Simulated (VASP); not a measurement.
Crystal: BaTe.

```
CELL_PARAMETERS angstrom
4.24482 0.00000 0.00000
0.00000 4.24482 0.00000
0.00000 0.00000 4.24482
ATOMIC_POSITIONS crystal
Ba 0.00000 0.00000 0.00000
Te 0.50000 0.50000 0.50000
```

Program: VASP 6.6.1. Alike in all runs: task single point; potentials or basis VASP PAW PBE potentials, release 64 (Ba_sv, Te); no spin polarisation; cell as given; k mesh 4 × 4 × 4; cutoff (eV) 520; smearing gaussian 0.01 eV.

Task: Order these runs on this cell by their band gap on the k mesh, lowest first.
A. level PBE
B. level HSE06; grid for exact exchange (PRECFOCK) Normal; share of exact exchange 0.25; screening parameter 0.2079 1/Å
C. level r2SCAN

Result: A (0.74 eV), C (1.09 eV), B (1.44 eV).

Caveats: spin-orbit coupling is left out, which moves the levels of the heavy elements.

A k mesh can miss the band edges.
